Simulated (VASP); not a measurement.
# SnO (Fm-3m) in VASP: a series of runs

SnO is run at these levels: r2SCAN; tasks: single point.

All numbers are computed with VASP 6.6.1; they aren't measurements. Logs are shortened: lines on timing, memory, paths and dates and some standing lists are left out, and cuts for length are marked.

### 1 The cell of the first run

It takes space group Fm-3m (No. 225, cubic). The conventional cell has a = 5.023 Å, b = 5.023 Å, c = 5.023 Å, α = 90.00°, β = 90.00°, γ = 90.00°. Within 3.3 Å of Sn (site symmetry m-3m) lie 6 O at 2.51 Å. O (site symmetry m-3m) has 6 Sn at 2.51 Å within 3.3 Å.

### 2 Single point, r2SCAN (volume changed by -3%)

Input file POSCAR:

```
SnO
1.0
    0.0000000000      2.5113455109      2.5113455109
    2.5113455109      0.0000000000      2.5113455109
    2.5113455109      2.5113455109      0.0000000000
Sn O
1 1
Direct
    0.0000000000      0.0000000000      0.0000000000
    0.5000000000      0.5000000000      0.5000000000
```

Input file INCAR.step1:

```
SYSTEM = SnO
PREC = Accurate
ENCUT = 520
ISMEAR = -1
SIGMA = 0.02
LREAL = .False.
LASPH = .True.
NELM = 60
NBANDS = 17
GGA = PE
ALGO = Normal
EDIFF = 1E-4
LWAVE = .True.
LCHARG = .False.
```

Input file INCAR.step2:

```
SYSTEM = SnO
PREC = Accurate
ENCUT = 520
EDIFF = 1E-7
ISMEAR = -1
SIGMA = 0.02
LREAL = .False.
LASPH = .True.
NELM = 60
ALGO = Normal
ISIF = 2
LWAVE = .False.
LCHARG = .False.
METAGGA = R2SCAN
LMIXTAU = .True.
NBANDS = 17
ISTART = 1
```

Input file KPOINTS:

```
Automatic mesh
0
Gamma
  8 8 8
  0 0 0
```

Potentials or basis: VASP PAW PBE potentials, release 64 (Sn_d, O).

Launch:

```sh
$ cat potpaw_PBE.64/Sn_d/POTCAR potpaw_PBE.64/O/POTCAR > POTCAR
$ cp INCAR.step1 INCAR
$ mpirun -np 1 vasp_std > vasp.out
$ cp INCAR.step2 INCAR
$ mpirun -np 1 vasp_std > vasp.out
```

OUTCAR:

```text
SYSTEM = SnO
   PREC = Accurate
   ENCUT = 520
   EDIFF = 1E-7
   ISMEAR = -1
   LREAL = .False.
   LASPH = .True.
   NELM = 60
   ISIF = 2
   METAGGA = R2SCAN
   ISTART = 1

 ion  position               nearest neighbor table
   1  0.000  0.000  0.000-   2 2.51   2 2.51   2 2.51   2 2.51   2 2.51   2 2.51
   2  0.500  0.500  0.500-   1 2.51   1 2.51   1 2.51   1 2.51   1 2.51   1 2.51

  LATTYP: Found a face centered cubic cell.
 ALAT       =     5.0226910218

  Lattice vectors:

 A1 = (   0.0000000000,   2.5113455109,   2.5113455109)
 A2 = (   2.5113455109,   0.0000000000,   2.5113455109)
 A3 = (   2.5113455109,   2.5113455109,   0.0000000000)

Analysis of symmetry for initial positions (statically):
=====================================================================
 Subroutine PRICEL returns:
 Original cell was already a primitive cell.

 Routine SETGRP: Setting up the symmetry group for a
 face centered cubic supercell.

 Subroutine GETGRP returns: Found 48 space group operations
[... 9 lines left out ...]

 Routine SETGRP: Setting up the symmetry group for a
 face centered cubic supercell.

 Subroutine GETGRP returns: Found 48 space group operations
[... 11 lines left out ...]
                                     Primitive cell

  volume of cell :      31.6774

  direct lattice vectors                    reciprocal lattice vectors
     0.000000000  2.511345511  2.511345511    -0.199096460  0.199096460  0.199096460
     2.511345511  0.000000000  2.511345511     0.199096460 -0.199096460  0.199096460
     2.511345511  2.511345511  0.000000000     0.199096460  0.199096460 -0.199096460

  length of vectors
     3.551578881  3.551578881  3.551578881     0.344845184  0.344845184  0.344845184

  position of ions in fractional coordinates (direct lattice)
     0.000000000  0.000000000  0.000000000
     0.500000000  0.500000000  0.500000000

  ion indices of the primitive-cell ions
   primitive index   ion index
                 1           1
                 2           2

----------------------------------------------------------------------------------------

 KPOINTS: Automatic mesh

Automatic generation of k-mesh.
 Grid dimensions read from file:
 generate k-points for:    8    8    8

 Generating k-lattice:

  Cartesian coordinates                     Fractional coordinates (reciprocal lattice)
    -0.024887057  0.024887057  0.024887057     0.125000000  0.000000000  0.000000000
     0.024887057 -0.024887057  0.024887057     0.000000000  0.125000000  0.000000000
     0.024887057  0.024887057 -0.024887057     0.000000000  0.000000000  0.125000000

  Length of vectors
     0.043105648  0.043105648  0.043105648

  Shift w.r.t. Gamma in fractional coordinates (k-lattice)
     0.000000000  0.000000000  0.000000000

 Subroutine IBZKPT returns following result:
 ===========================================

 Found     29 irreducible k-points:

 Following reciprocal coordinates:
            Coordinates               Weight
  0.000000  0.000000  0.000000      1.000000
  0.125000  0.000000  0.000000      8.000000
  0.250000  0.000000  0.000000      8.000000
  0.375000  0.000000  0.000000      8.000000
  0.500000  0.000000  0.000000      4.000000
  0.125000  0.125000  0.000000      6.000000
[... 16 lines left out ...]
  0.500000  0.250000  0.125000     48.000000
 -0.375000  0.250000  0.125000     24.000000
 [... further k-points ...]
   k-points           NKPTS =     29   k-points in BZ     NKDIM =     29   number of bands    NBANDS=     17
   number of dos      NEDOS =    301   number of ions     NIONS =      2
   total plane-waves  NPLWV =  21952
   dimension x,y,z NGX =    28 NGY =   28 NGZ =   28
   dimension x,y,z NGXF=    56 NGYF=   56 NGZF=   56
   ions per type =               1   1
   NGX,Y,Z   is equivalent  to a cutoff of  13.11, 13.11, 13.11 a.u.
   NGXF,Y,Z  is equivalent  to a cutoff of  26.21, 26.21, 26.21 a.u.
 SYSTEM =  SnO
   PREC   = accura    normal or accurate (medium, high low for compatibility)
   ISTART =      1    job   : 0-new  1-cont  2-samecut
   ICHARG =      0    charge: 1-file 2-atom 10-const
   ISPIN  =      1    spin polarized calculation?
   LNONCOLLINEAR =      F non collinear calculations
   LSORBIT =      F    spin-orbit coupling
   LASPH  =      T    aspherical Exc in radial PAW
   ENCUT  =  520.0 eV  38.22 Ry    6.18 a.u.   6.60  6.60  6.60*2*pi/ulx,y,z
   NELM   =     60;   NELMIN=  2; NELMDL=  0     # of ELM steps
   EDIFF  = 0.1E-06   stopping-criterion for ELM
   LREAL  =      F    real-space projection
   EDIFFG = 0.1E-05   stopping-criterion for IOM
   NSW    =      0    number of steps for IOM
   IBRION =     -1    ionic relax: 0-MD 1-quasi-New 2-CG
   NFREE  =      0    steps in history (QN), initial steepest desc. (CG)
   ISIF   =      2    stress and relaxation
   ISYM   =      2    0-nonsym 1-usesym 2-fastsym
   POTIM  = 0.5000    time-step for ionic-motion
   TEBEG  =    0.0;   TEEND  =   0.0 temperature during run
   PSTRESS=    0.0 pullay stress
   NELECT =      20.0000    total number of electrons
   NUPDOWN=      -1.0000    fix difference up-down
   EMIN   =  10.00;   EMAX   =-10.00  energy-range for DOS
   EFERMI =   0.00;   METHOD = LEGACY
   ISMEAR =    -1;   SIGMA  =   0.02  broadening in eV -4-tet -1-fermi 0-gaus
   EFERMI_NEDOS =   21; number of points for ismear=-14 and -15
   IALGO  =     38    algorithm
   IMIX   =      4    mixing-type and parameters
     AMIX     =   0.40;   BMIX     =  1.00
     AMIX_MAG =   1.60;   BMIX_MAG =  1.00
  volume/ion in A,a.u.               =      15.84       106.88
  Fermi-wavevector in a.u.,A,eV,Ry     =   1.404435  2.653998 26.836650  1.972438
  Thomas-Fermi vector in A             =   2.526997
   LORBIT       =      0    0 simple, 1 ext, 2 COOP (PROOUT), +10 PAW based schemes
   METAGGA = R2SCAN    functional components
   LHFCALC =     F    Hartree Fock is set to
   AEXX    =    0.0000 exact exchange contribution
   IVDW    =     0    specifies the selected vdW correction
   LEPSILON=     F    determine dielectric tensor
   LRPA    =     F    only Hartree local field effects (RPA)
 non-spin polarized calculation
  energy-cutoff  :      520.00
  volume of cell :       31.68
 maximum number of plane-waves:       877
 NGX is ok and might be reduce to    28
   NGX = 13   NGY = 13   NGZ = 13

 number of electron      20.0000003 magnetization

 Free energy of the ion-electron system (eV)
  ---------------------------------------------------
  ext. energy  EPLUGINS =         0.00000000
  ---------------------------------------------------
  free energy    TOTEN  =       -32.24191815 eV

  energy without entropy =      -32.24191815  energy(sigma->0) =      -32.24191815

 E-fermi :   8.3968     XC(G=0): -11.6861

 val. band max:        7.9681587622   @ k =  -0.2500   0.2500   0.0000
 cond. band min:       8.9824873363   @ k =   0.5000   0.1250   0.0000
 fundamental gap:      1.0143285740
 Fermi energy:         8.3967654596

 k-point     1 :       0.0000    0.0000    0.0000
  band No.  band energies     occupation
      1     -14.0924      2.00000
      2     -14.0924      2.00000
      3     -14.0924      2.00000
      4     -14.0206      2.00000
      5     -14.0206      2.00000
      6     -11.9305      2.00000
[... 9 lines left out ...]
     16      18.8786      0.00000
     17      19.0987      0.00000

 k-point     2 :       0.1250    0.0000    0.0000
  band No.  band energies     occupation
      1     -14.0916      2.00000
      2     -14.0851      2.00000
      3     -14.0851      2.00000
      4     -14.0232      2.00000
      5     -14.0232      2.00000
      6     -11.8434      2.00000
[... 9 lines left out ...]
     16      19.5311      0.00000
     17      22.0314      0.00000

 k-point     3 :       0.2500    0.0000    0.0000
  band No.  band energies     occupation
      1     -14.0905      2.00000
      2     -14.0783      2.00000
      3     -14.0782      2.00000
      4     -14.0184      2.00000
      5     -14.0184      2.00000
      6     -11.6229      2.00000
[... 9 lines left out ...]
     16      20.7557      0.00000
     17      24.4909      0.00000

 k-point     4 :       0.3750    0.0000    0.0000
  band No.  band energies     occupation
      1     -14.0902      2.00000
      2     -14.0859      2.00000
      3     -14.0859      2.00000
      4     -13.9990      2.00000
      5     -13.9989      2.00000
      6     -11.3867      2.00000
[... 9 lines left out ...]
     16      22.2366      0.00000
     17      24.1121      0.00000

 k-point     5 :       0.5000    0.0000    0.0000
  band No.  band energies     occupation
      1     -14.0911      2.00000
      2     -14.0911      2.00000
      3     -14.0902      2.00000
      4     -13.9889      2.00000
      5     -13.9888      2.00000
      6     -11.2838      2.00000
[... 9 lines left out ...]
     16      23.2089      0.00000
     17      23.4639      0.00000

 k-point     6 :       0.1250    0.1250    0.0000
  band No.  band energies     occupation
      1     -14.0998      2.00000
      2     -14.0770      2.00000
      3     -14.0770      2.00000
      4     -14.0446      2.00000
      5     -14.0140      2.00000
      6     -11.8039      2.00000
[... 9 lines left out ...]
     16      20.8353      0.00000
     17      22.0349      0.00000
[... 281 lines left out ...]
 k-point    21 :       0.5000    0.5000    0.0000
  band No.  band energies     occupation
      1     -14.3887      2.00000
      2     -14.1432      2.00000
      3     -13.9817      2.00000
      4     -13.9817      2.00000
      5     -13.9753      2.00000
      6     -10.6630      2.00000
[... 9 lines left out ...]
     16      27.7323      0.00000
     17      28.9383      0.00000

 k-point    22 :       0.3750    0.2500    0.1250
  band No.  band energies     occupation
      1     -14.1303      2.00000
      2     -14.1014      2.00000
      3     -14.0535      2.00000
      4     -14.0400      2.00000
      5     -14.0015      2.00000
      6     -11.3644      2.00000
[... 9 lines left out ...]
     16      22.6953      0.00000
     17      24.9424      0.00000

 k-point    23 :       0.5000    0.2500    0.1250
  band No.  band energies     occupation
      1     -14.1704      2.00000
      2     -14.0874      2.00000
      3     -14.0546      2.00000
      4     -14.0293      2.00000
      5     -13.9980      2.00000
      6     -11.1187      2.00000
[... 9 lines left out ...]
     16      23.5867      0.00000
     17      25.7223      0.00000

 k-point    24 :      -0.3750    0.2500    0.1250
  band No.  band energies     occupation
      1     -14.1854      2.00000
      2     -14.0791      2.00000
      3     -14.0445      2.00000
      4     -14.0427      2.00000
      5     -13.9924      2.00000
      6     -11.0143      2.00000
[... 9 lines left out ...]
     16      24.1557      0.00000
     17      26.1681      0.00000

 [... further k-points ...]

------------------------ aborting loop because EDIFF is reached ----------------------------------------

  FORCE on cell =-STRESS in cart. coord.  units (eV):
  Direction    XX          YY          ZZ          XY          YZ          ZX
  --------------------------------------------------------------------------------------
  -------------------------------------------------------------------------------------
  Total        0.7005923      0.7005923      0.7005923      0.0000000      0.0000000     -0.0000000
  in kB       35.4345197     35.4345197     35.4345197      0.0000000      0.0000000     -0.0000000
  external PRESSURE =      35.4345197 kB  Pullay stress =       0.0000000 kB

 VOLUME and BASIS-vectors are now :
 -----------------------------------------------------------------------------
  energy-cutoff  :      520.00
  volume of cell :       31.68
      direct lattice vectors                 reciprocal lattice vectors
     0.000000000  2.511345511  2.511345511    -0.199096460  0.199096460  0.199096460
     2.511345511  0.000000000  2.511345511     0.199096460 -0.199096460  0.199096460
     2.511345511  2.511345511  0.000000000     0.199096460  0.199096460 -0.199096460

 POSITION                                       TOTAL-FORCE (eV/Angst)
 -----------------------------------------------------------------------------------
      0.00000      0.00000      0.00000        -0.000000     -0.000000     -0.000000
      2.51135      2.51135      2.51135         0.000000      0.000000      0.000000
 -----------------------------------------------------------------------------------
    total drift:                                0.000000      0.000000      0.000000

  FREE ENERGIE OF THE ION-ELECTRON SYSTEM (eV)
  ---------------------------------------------------
  free  energy   TOTEN  =       -32.2419181548 eV

  energy  without entropy=      -32.2419181548  energy(sigma->0) =      -32.24191815
```

It took 37 s on 1 thread of Intel Xeon 6975P-C (Granite Rapids), shared host; peak memory 0.17 GiB.

Results:

```
Free energy            : -32.2419 eV
Pressure               : 3.5 GPa
Band gap on the k mesh : 1.01 eV, indirect (least direct gap 1.03 eV)
```

Caveat: the cell differs from its parent crystal (volume changed by -3%); the PAW data sets were made with another functional, which shifts forces and pressure a little; spin-orbit coupling is left out, which moves the levels of the heavy elements.

### 3 Single point, r2SCAN

This run uses another cell than the first one, of 16.33 Å³/atom, 1.031 times its volume.

Input file POSCAR:

```
SnO
1.0
    0.0000000000      2.5369732555      2.5369732555
    2.5369732555      0.0000000000      2.5369732555
    2.5369732555      2.5369732555      0.0000000000
Sn O
1 1
Direct
    0.0000000000      0.0000000000      0.0000000000
    0.5000000000      0.5000000000      0.5000000000
```

Input file INCAR.step1:

```
SYSTEM = SnO
  ALGO = Normal
  EDIFF = 1E-4
  ENCUT = 520
  GGA = PE
  ISMEAR = -1
  LASPH = .True.
  LCHARG = .False.
  LREAL = .False.
  LWAVE = .True.
  NBANDS = 17
  NELM = 100
  PREC = Accurate
  SIGMA = 0.02
```

Input file INCAR.step2:

```
SYSTEM = SnO
  ALGO = Normal
  EDIFF = 1E-6
  ENCUT = 520
  ISIF = 2
  ISMEAR = -1
  ISTART = 1
  LASPH = .True.
  LCHARG = .False.
  LMIXTAU = .True.
  LREAL = .False.
  LWAVE = .False.
  METAGGA = R2SCAN
  NBANDS = 17
  NELM = 100
  PREC = Accurate
  SIGMA = 0.02
```

Input file KPOINTS:

```
k-points
0
Gamma
  8 8 8
  0 0 0
```

Potentials or basis: VASP PAW PBE potentials, release 64 (Sn_d, O).

Launch:

```sh
$ cat potpaw_PBE.64/Sn_d/POTCAR potpaw_PBE.64/O/POTCAR > POTCAR
$ cp INCAR.step1 INCAR
$ mpirun -np 1 vasp_std > vasp.out
$ cp INCAR.step2 INCAR
$ mpirun -np 1 vasp_std > vasp.out
```

It took 30 s on 1 thread of Intel Xeon 6975P-C (Granite Rapids), shared host; peak memory 0.17 GiB.

It converged, with:

```yaml
Free_energy: -32.2541 eV
Pressure: 0.2 GPa
Band_gap_on_the_k_mesh: 1.00 eV, direct
```

Levels at points of the mesh, in eV from the valence-band top:
```tsv
k point	band 6	band 7	band 8	band 9	band 10	band 11	band 12	band 13	band 14	band 15
(0.00, 0.00, 0.00)	-19.61	-6.55	-3.30	-3.30	-3.30	8.37	8.37	8.37	10.87	10.87
(0.50, 0.00, 0.00)	-19.01	-8.44	-3.09	-3.09	-0.36	1.10	4.87	4.87	10.44	15.05
(0.50, 0.50, 0.00)	-18.47	-6.46	-4.42	-4.40	-4.40	4.11	5.83	6.48	6.48	14.67
```

Caveat: the PAW data sets were made with another functional, which shifts forces and pressure a little; spin-orbit coupling is left out, which moves the levels of the heavy elements. r2SCAN opens gaps a little over a GGA but as a rule still falls short of measured ones.

### 4 Single point, r2SCAN

This run uses another cell than the first one, of 16.33 Å³/atom, 1.031 times its volume.

POSCAR is that of step 3.

Input file INCAR.step1:

```
ALGO = Normal ; EDIFF = 1E-4
ENCUT = 520 ; GGA = PE
ISMEAR = -1 ; LASPH = T
LCHARG = F ; LREAL = F
LWAVE = T ; NBANDS = 17
NELM = 80 ; PREC = Accurate
SIGMA = 0.02
```

Input file INCAR.step2:

```
ALGO = Normal ; EDIFF = 1E-6
ENCUT = 520 ; ISIF = 2
ISMEAR = -1 ; ISTART = 1
LASPH = T ; LCHARG = F
LMIXTAU = T ; LREAL = F
LWAVE = F ; METAGGA = R2SCAN
NBANDS = 17 ; NELM = 80
PREC = Accurate ; SIGMA = 0.02
```

Input file KPOINTS:

```
k-points
0
Gamma
  8 8 8
```

Launch:

```sh
$ cat potpaw_PBE.64/Sn_d/POTCAR potpaw_PBE.64/O/POTCAR > POTCAR
$ cp INCAR.step1 INCAR
$ mpirun -np 1 vasp_std > vasp.out
$ cp INCAR.step2 INCAR
$ mpirun -np 1 vasp_std > vasp.out
```

It took 36 s on 1 thread of Intel Xeon 6975P-C (Granite Rapids), shared host; peak memory 0.17 GiB.

The run converged. Its results:

| Property | Result |
| --- | --- |
| Free energy | -32.2541 eV |
| Pressure | 0.2 GPa |
| Band gap on the k mesh | 1.00 eV, direct |

Levels at points of the mesh, in eV from the valence-band top:
```
           k point  band 6  band 7  band 8  band 9  band 10  band 11  band 12  band 13  band 14  band 15
(0.00, 0.00, 0.00)  -19.61   -6.55   -3.30   -3.30    -3.30     8.37     8.37     8.37    10.87    10.87
(0.50, 0.00, 0.00)  -19.01   -8.44   -3.09   -3.09    -0.36     1.10     4.87     4.87    10.44    15.05
(0.50, 0.50, 0.00)  -18.47   -6.46   -4.42   -4.40    -4.40     4.11     5.83     6.48     6.48    14.67
```

Caveat: the PAW data sets were made with another functional, which shifts forces and pressure a little; spin-orbit coupling is left out, which moves the levels of the heavy elements.
